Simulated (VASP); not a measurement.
# ZnS (P6_3mc) in VASP: notebook, part 2 of 3

VASP 6.6.1. The steps go on from the part before.

## 3. Electric field gradients, PBE (volume scaled by 1.02)

INCAR

```
SYSTEM = ZnS
ALGO     = Normal         ! electronic algorithm
EDIFF    = 1E-8           ! SCF threshold, eV
ENCUT    = 520            ! plane-wave cutoff, eV
GGA      = PE             ! functional
ISIF     = 2              ! what is computed and relaxed
ISMEAR   = -1             ! smearing method
LASPH    = .TRUE.         ! aspherical terms in the spheres
LCHARG   = .FALSE.        ! write CHGCAR
LEFG     = .TRUE.       
LREAL    = .FALSE.        ! projectors in reciprocal space
LWAVE    = .FALSE.        ! write WAVECAR
NBANDS   = 26             ! bands
NELM     = 80             ! most SCF steps
PREC     = Accurate       ! precision mode
SIGMA    = 0.03           ! smearing width, eV
```

KPOINTS

```
k-points
0
G
  8 8 5
  0 0 0
```

POSCAR

```
ZnS
1.0
    3.8362379197      0.0000000000      0.0000000000
   -1.9181189598      3.3222794933      0.0000000000
    0.0000000000      0.0000000000      6.2752859714
Zn S
2 2
Direct
    0.3333333333      0.6666666667      0.0000000000
    0.6666666667      0.3333333333      0.5000000000
    0.3333333333      0.6666666667      0.3850000000
    0.6666666667      0.3333333333      0.8850000000
```

Potentials or basis: VASP PAW PBE potentials, release 64 (Zn, S).

Started as:

```console
cat potpaw_PBE.64/Zn/POTCAR potpaw_PBE.64/S/POTCAR > POTCAR
mpirun -np 1 vasp_std > vasp.out
```

OUTCAR:

```text
SYSTEM = ZnS
   EDIFF = 1E-8
   ENCUT = 520
   GGA = PE
   ISIF = 2
   ISMEAR = -1
   LASPH = .TRUE.
   LREAL = .FALSE.
   NELM = 80
   PREC = Accurate

 ion  position               nearest neighbor table
   1  0.333  0.667  0.000-   4 2.33   4 2.33   4 2.33   3 2.42
   2  0.667  0.333  0.500-   3 2.33   3 2.33   3 2.33   4 2.42
   3  0.333  0.667  0.385-   2 2.33   2 2.33   2 2.33   1 2.42
   4  0.667  0.333  0.885-   1 2.33   1 2.33   1 2.33   2 2.42

  LATTYP: Found a hexagonal cell.
 ALAT       =     3.8362379197
 C/A-ratio  =     1.6357916539

  Lattice vectors:

 A1 = (   3.8362379197,   0.0000000000,   0.0000000000)
 A2 = (  -1.9181189598,   3.3222794933,   0.0000000000)
 A3 = (   0.0000000000,   0.0000000000,   6.2752859714)

Analysis of symmetry for initial positions (statically):
=====================================================================
 Subroutine PRICEL returns:
 Original cell was already a primitive cell.

 Routine SETGRP: Setting up the symmetry group for a
 hexagonal supercell.

 Subroutine GETGRP returns: Found 12 space group operations
 (whereof  6 operations were pure point group operations)
 out of a pool of 24 trial point group operations.

The static configuration has the point symmetry C_3v.
 The point group associated with its full space group is C_6v.

Analysis of symmetry for dynamics (positions and initial velocities):
=====================================================================
 Subroutine PRICEL returns:
 Original cell was already a primitive cell.

 Routine SETGRP: Setting up the symmetry group for a
 hexagonal supercell.

 Subroutine GETGRP returns: Found 12 space group operations
[... 170 lines left out ...]
      6      -4.2499      2.00000
[... 685 lines left out ...]
     25      10.9550      0.00000
     26      11.3481      0.00000

 [... further k-points ...]
[... 5 lines left out ...]
  --------------------------------------------------------------------------------------
  -------------------------------------------------------------------------------------
  Total        0.7845627      0.7845627     -0.0973547      0.0000000      0.0000000      0.0000000
  in kB       15.7167597     15.7167597     -1.9502588      0.0000000      0.0000000      0.0000000
  external PRESSURE =       9.8277536 kB  Pullay stress =       0.0000000 kB

 VOLUME and BASIS-vectors are now :
 -----------------------------------------------------------------------------
  energy-cutoff  :      520.00
  volume of cell :       79.98
      direct lattice vectors                 reciprocal lattice vectors
     3.836237920  0.000000000  0.000000000     0.260672049  0.150499078  0.000000000
    -1.918118960  3.322279493  0.000000000     0.000000000  0.300998156  0.000000000
     0.000000000  0.000000000  6.275285971     0.000000000  0.000000000  0.159355287

 POSITION                                       TOTAL-FORCE (eV/Angst)
 -----------------------------------------------------------------------------------
     -0.00000      2.21485      0.00000         0.000000      0.000000      0.299409
      1.91812      1.10743      3.13764        -0.000000     -0.000000      0.299409
     -0.00000      2.21485      2.41599        -0.000000      0.000000     -0.299409
      1.91812      1.10743      5.55363         0.000000     -0.000000     -0.299409
 -----------------------------------------------------------------------------------
    total drift:                               -0.000000     -0.000000      0.000394

  FREE ENERGIE OF THE ION-ELECTRON SYSTEM (eV)
  ---------------------------------------------------
  free  energy   TOTEN  =       -13.6710595742 eV

  energy  without entropy=      -13.6710595742  energy(sigma->0) =      -13.67105957

 Electric field gradients (V/A^2)
---------------------------------------------------------------------
 ion       V_xx      V_yy      V_zz      V_xy      V_xz      V_yz
---------------------------------------------------------------------
   1      -9.423    -9.426    18.849    -0.003     0.000    -0.000
   2      -9.423    -9.426    18.849    -0.003    -0.000     0.000
   3       3.047     3.047    -6.094    -0.000    -0.000     0.000
   4       3.047     3.047    -6.094    -0.000     0.000    -0.000
---------------------------------------------------------------------

 Electric field gradients after diagonalization (V/A^2)
 (convention: |V_zz| > |V_xx| > |V_yy|)
----------------------------------------------------------------------
 ion       V_xx      V_yy      V_zz     asymmetry (V_yy - V_xx)/ V_zz
----------------------------------------------------------------------
   1      -9.428    -9.422    18.849       0.000
   2      -9.428    -9.422    18.849       0.000
   3       3.048     3.047    -6.094       0.000
   4       3.048     3.047    -6.094       0.000
----------------------------------------------------------------------

           NMR quadrupolar parameters

 Cq : quadrupolar parameter    Cq=e*Q*V_zz/h
 eta: asymmetry parameters     (V_yy - V_xx)/ V_zz
 Q  : nuclear electric quadrupole moment in mb (millibarn)
----------------------------------------------------------------------
 ion       Cq(MHz)       eta       Q (mb)
----------------------------------------------------------------------
   1       0.046       0.000       1.000
   2       0.046       0.000       1.000
   3      -0.015       0.000       1.000
   4      -0.015       0.000       1.000
----------------------------------------------------------------------
```

It took 64 s on 1 thread of Intel Xeon Platinum 8375C at 2.90GHz (Ice Lake), shared host; peak memory 0.21 GiB.

What came out:

* Free energy: -13.6711 eV
* Pressure: 1.0 GPa
* Largest force: 0.299 eV/Å
* Band gap on the k mesh: 2.16 eV, direct

Forces on the atoms (eV/Å):
```
Zn   0.000  0.000  0.299
Zn   0.000  0.000  0.299
S    0.000  0.000 -0.299
S    0.000  0.000 -0.299
```

Levels at points of the mesh, in eV from the valence-band top:
| k point | band 14 | band 15 | band 16 | band 17 | band 18 | band 19 | band 20 | band 21 | band 22 | band 23 |
| --- | --- | --- | --- | --- | --- | --- | --- | --- | --- | --- |
| (0.00, 0.00, 0.00) | -0.83 | -0.83 | -0.02 | -0.02 | 0.00 | 2.16 | 2.96 | 6.31 | 6.31 | 6.62 |
| (0.50, 0.00, 0.00) | -4.14 | -3.07 | -2.18 | -1.51 | -0.95 | 3.63 | 4.21 | 5.20 | 7.15 | 7.33 |

Electric field gradients, principal values (V/Å²):
| atom | least | middle | greatest (by size) |
| --- | --- | --- | --- |
| 1 Zn | -9.422 | -9.428 | 18.849 |
| 2 Zn | -9.422 | -9.428 | 18.849 |
| 3 S | 3.047 | 3.048 | -6.094 |
| 4 S | 3.047 | 3.048 | -6.094 |

Caveat: without QUAD_EFG the Cq values of the log hold for a quadrupole moment of 1 mb, not for the nuclei.

## 4. Electric field gradients, PBE (volume scaled by 1.06)

INCAR

```
SYSTEM = ZnS
  ALGO = Normal
  EDIFF = 1E-8
  ENCUT = 520
  GGA = PE
  ISIF = 2
  ISMEAR = -1
  LASPH = .TRUE.
  LCHARG = .FALSE.
  LEFG = .TRUE.
  LREAL = .FALSE.
  LWAVE = .FALSE.
  NBANDS = 26
  NELM = 80
  PREC = Accurate
  SIGMA = 0.03
```

KPOINTS is that of step 3.

POSCAR

```
ZnS
1.0
    3.8857432240      0.0000000000      0.0000000000
   -1.9428716120      3.3651523445      0.0000000000
    0.0000000000      0.0000000000      6.3562663350
Zn S
2 2
Direct
    0.3333333333      0.6666666667      0.0000000000
    0.6666666667      0.3333333333      0.5000000000
    0.3333333333      0.6666666667      0.3850000000
    0.6666666667      0.3333333333      0.8850000000
```

Potentials or basis: VASP PAW PBE potentials, release 64 (Zn, S).

Started as:

```console
cat potpaw_PBE.64/Zn/POTCAR potpaw_PBE.64/S/POTCAR > POTCAR
mpirun -np 1 vasp_std > vasp.out
```

OUTCAR:

```text
SYSTEM = ZnS
   EDIFF = 1E-8
   ENCUT = 520
   GGA = PE
   ISIF = 2
   ISMEAR = -1
   LASPH = .TRUE.
   LREAL = .FALSE.
   NELM = 80
   PREC = Accurate

 ion  position               nearest neighbor table
   1  0.333  0.667  0.000-   4 2.36   4 2.36   4 2.36   3 2.45
   2  0.667  0.333  0.500-   3 2.36   3 2.36   3 2.36   4 2.45
   3  0.333  0.667  0.385-   2 2.36   2 2.36   2 2.36   1 2.45
   4  0.667  0.333  0.885-   1 2.36   1 2.36   1 2.36   2 2.45

  LATTYP: Found a hexagonal cell.
 ALAT       =     3.8857432240
 C/A-ratio  =     1.6357916539

  Lattice vectors:

[... 925 lines left out ...]
 ion       V_xx      V_yy      V_zz      V_xy      V_xz      V_yz
---------------------------------------------------------------------
   1      -9.015    -9.022    18.037    -0.006    -0.000     0.000
   2      -9.015    -9.022    18.037    -0.006     0.000    -0.000
   3       3.438     3.438    -6.876    -0.000    -0.000     0.000
   4       3.438     3.438    -6.876    -0.000     0.000    -0.000
---------------------------------------------------------------------

 Electric field gradients after diagonalization (V/A^2)
 (convention: |V_zz| > |V_xx| > |V_yy|)
----------------------------------------------------------------------
 ion       V_xx      V_yy      V_zz     asymmetry (V_yy - V_xx)/ V_zz
----------------------------------------------------------------------
   1      -9.025    -9.012    18.037       0.001
   2      -9.025    -9.012    18.037       0.001
   3       3.438     3.438    -6.876       0.000
   4       3.438     3.438    -6.876       0.000
----------------------------------------------------------------------

           NMR quadrupolar parameters

 Cq : quadrupolar parameter    Cq=e*Q*V_zz/h
 eta: asymmetry parameters     (V_yy - V_xx)/ V_zz
 Q  : nuclear electric quadrupole moment in mb (millibarn)
----------------------------------------------------------------------
 ion       Cq(MHz)       eta       Q (mb)
----------------------------------------------------------------------
   1       0.044       0.001       1.000
   2       0.044       0.001       1.000
   3      -0.017       0.000       1.000
   4      -0.017       0.000       1.000
----------------------------------------------------------------------
```

stdout:

```text
POSCAR found type information on POSCAR ZnS
 POSCAR found :  2 types and       4 ions
 scaLAPACK will be used
 LDA part: xc-table for (Slater+PW92), standard interpolation
 POSCAR, INCAR and KPOINTS ok, starting setup
 FFT: planning ... GRIDC
 FFT: planning ... GRID_SOFT
 FFT: planning ... GRID
 WAVECAR not read
 entering main loop
ion   1

ion   2

ion   3

ion   4
```

Wall time 60 s (1 thread of Intel Xeon Platinum 8375C at 2.90GHz (Ice Lake), shared host); peak memory 0.22 GiB.

Results:

| Quantity | Value |
| --- | --- |
| Free energy | -13.6646 eV |
| Pressure | -1.6 GPa |
| Largest force | 0.257 eV/Å |
| Band gap on the k mesh | 1.98 eV, direct |

Forces in eV/Å, atoms in the order of the input:
```
Zn   0.000  0.000  0.257
Zn   0.000  0.000  0.257
S    0.000  0.000 -0.257
S    0.000  0.000 -0.257
```

Stress tensor (GPa, compression positive):
```
-1.19  0.00  0.00
 0.00 -1.19  0.00
 0.00  0.00 -2.45
```

Electric field gradients, principal values (V/Å²):
```tsv
atom	least	middle	greatest (by size)
1 Zn	-9.012	-9.025	18.037
2 Zn	-9.012	-9.025	18.037
3 S	3.438	3.438	-6.876
4 S	3.438	3.438	-6.876
```

Caveat: without QUAD_EFG the Cq values of the log hold for a quadrupole moment of 1 mb, not for the nuclei.

## 5. Electric field gradients, PBE (volume scaled by 1.06)

INCAR

```
ALGO = Normal
EDIFF = 1E-8
ENCUT = 520
GGA = PE
ISIF = 2
ISMEAR = -1
LASPH = True
LCHARG = False
LEFG = True
LREAL = False
LWAVE = False
NBANDS = 26
NELM = 60
PREC = Accurate
SIGMA = 0.03
```

KPOINTS

```
k-points
0
Gamma
  8 8 5
```

POSCAR is that of step 4.

Potentials or basis: VASP PAW PBE potentials, release 64 (Zn, S).

Started as:

```console
cat potpaw_PBE.64/Zn/POTCAR potpaw_PBE.64/S/POTCAR > POTCAR
mpirun -np 1 vasp_std > vasp.out
```

OUTCAR:

```text
EDIFF = 1E-8
   ENCUT = 520
   GGA = PE
   ISIF = 2
   ISMEAR = -1
   LASPH = True
   LREAL = False
   NELM = 60
   PREC = Accurate

 ion  position               nearest neighbor table
   1  0.333  0.667  0.000-   4 2.36   4 2.36   4 2.36   3 2.45
   2  0.667  0.333  0.500-   3 2.36   3 2.36   3 2.36   4 2.45
   3  0.333  0.667  0.385-   2 2.36   2 2.36   2 2.36   1 2.45
   4  0.667  0.333  0.885-   1 2.36   1 2.36   1 2.36   2 2.45

  LATTYP: Found a hexagonal cell.
 ALAT       =     3.8857432240
 C/A-ratio  =     1.6357916539

  Lattice vectors:

 A1 = (   3.8857432240,   0.0000000000,   0.0000000000)
 A2 = (  -1.9428716120,   3.3651523445,   0.0000000000)
[... 923 lines left out ...]
 ion       V_xx      V_yy      V_zz      V_xy      V_xz      V_yz
---------------------------------------------------------------------
   1      -9.015    -9.022    18.037    -0.006    -0.000     0.000
   2      -9.015    -9.022    18.037    -0.006     0.000    -0.000
   3       3.438     3.438    -6.876    -0.000    -0.000     0.000
   4       3.438     3.438    -6.876    -0.000     0.000    -0.000
---------------------------------------------------------------------

 Electric field gradients after diagonalization (V/A^2)
 (convention: |V_zz| > |V_xx| > |V_yy|)
----------------------------------------------------------------------
 ion       V_xx      V_yy      V_zz     asymmetry (V_yy - V_xx)/ V_zz
----------------------------------------------------------------------
   1      -9.025    -9.012    18.037       0.001
   2      -9.025    -9.012    18.037       0.001
   3       3.438     3.438    -6.876       0.000
   4       3.438     3.438    -6.876       0.000
----------------------------------------------------------------------

           NMR quadrupolar parameters

 Cq : quadrupolar parameter    Cq=e*Q*V_zz/h
 eta: asymmetry parameters     (V_yy - V_xx)/ V_zz
 Q  : nuclear electric quadrupole moment in mb (millibarn)
----------------------------------------------------------------------
 ion       Cq(MHz)       eta       Q (mb)
----------------------------------------------------------------------
   1       0.044       0.001       1.000
   2       0.044       0.001       1.000
   3      -0.017       0.000       1.000
   4      -0.017       0.000       1.000
----------------------------------------------------------------------
```

stdout:

```text
POSCAR found type information on POSCAR ZnS
 POSCAR found :  2 types and       4 ions
 scaLAPACK will be used
 LDA part: xc-table for (Slater+PW92), standard interpolation
 POSCAR, INCAR and KPOINTS ok, starting setup
 FFT: planning ... GRIDC
 FFT: planning ... GRID_SOFT
 FFT: planning ... GRID
 WAVECAR not read
 entering main loop
ion   1

ion   2

ion   3

ion   4
```

Run time: 60 s. Hardware: 1 thread of Intel Xeon Platinum 8375C at 2.90GHz (Ice Lake), shared host; peak memory 0.22 GiB.

What came out:

```yaml
Free_energy: -13.6646 eV
Pressure: -1.6 GPa
Largest_force: 0.257 eV/Å
Band_gap_on_the_k_mesh: 1.98 eV, direct
```

Forces in eV/Å, atoms in the order of the input:
```
Zn   0.000  0.000  0.257
Zn   0.000  0.000  0.257
S    0.000  0.000 -0.257
S    0.000  0.000 -0.257
```

Stress tensor (GPa, compression positive):
```
-1.19  0.00  0.00
 0.00 -1.19  0.00
 0.00  0.00 -2.45
```

Electric field gradients, principal values (V/Å²):
```
atom   least  middle  greatest (by size)
1 Zn  -9.012  -9.025              18.037
2 Zn  -9.012  -9.025              18.037
 3 S   3.438   3.438              -6.876
 4 S   3.438   3.438              -6.876
```

Caveat: without QUAD_EFG the Cq values of the log hold for a quadrupole moment of 1 mb, not for the nuclei.

[end of part 2 of 3]
